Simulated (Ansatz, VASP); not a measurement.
**LiF: VASP beside Ansatz**

File INCAR:

```
ALGO = Normal
EDIFF = 1E-8
ENCUT = 520
ISIF = 2
ISMEAR = -1
LASPH = True
LCHARG = False
LEFG = True
LREAL = False
LWAVE = False
NBANDS = 12
NELM = 100
PREC = Accurate
SIGMA = 0.03
```

The input KPOINTS:

```
k-points
0
Gamma
  10 10 10
```

The input POSCAR:

```
LiF
1.0
    0.0000000000      1.9737200000      2.0140000000
    1.9737200000      0.0000000000      2.0140000000
    1.9737200000      1.9737200000      0.0000000000
Li F
1 1
Direct
    0.0000000000      0.0000000000      0.0000000000
    0.5000000000      0.5000000000      0.5000000000
```

Input for Ansatz:

```yaml
crystal:
  lattice:
    - [0.0, 1.97372, 2.014]
    - [1.97372, 0.0, 2.014]
    - [1.97372, 1.97372, 0.0]
  atoms:
    - { symbol: Li, position: [0.0, 0.0, 0.0] }
    - { symbol: F, position: [0.5, 0.5, 0.5] }
kpoints:
  mp_grid: { grid: [10, 10, 10] }
scf:
  occupations: { method: fermi_dirac, width: 0.03 }
hamiltonian:
  xc: lda
  pseudopotentials: { kind: all_electron, datasets: crystal }
output:
  forces: true
  stress: true
  eigenvalues: true
  efg: { contact_densities: true }
```

Change from the starting cell: equal xx and yy strain of -2 %, crystal datasets.

Alike in both runs: task electric field gradients; functional LDA; k mesh 10 × 10 × 10; occupations fermi-dirac, width 0.03 eV; no spin polarisation.

|  | VASP | Ansatz |
| --- | --- | --- |
| version | VASP 6.6.1 | Ansatz 0.2.0 |
| potentials or method | VASP PAW LDA potentials, release 64 (Li_sv, F), cutoff 520 eV | all-electron PAW with datasets made for the crystal, scalar-relativistic |

Ansatz gave:

- gap on the k mesh at the Fermi level (eV): 9.16
- size of Vzz on the site where it differs most (V/Å²): 0.9

**Question.** Which values does VASP return?

**Answer.** gap on the k mesh at the Fermi level (eV): 9.17; size of Vzz on the site where it differs most (V/Å²): 1.0.

LDA's correlation is that of Perdew and Zunger in VASP and of Perdew and Wang (1992) in Ansatz. Ansatz ran all-electron here, and VASP with PAW potentials.

Noted on VASP's run: the cutoff is short for stress, so the pressure is rough.
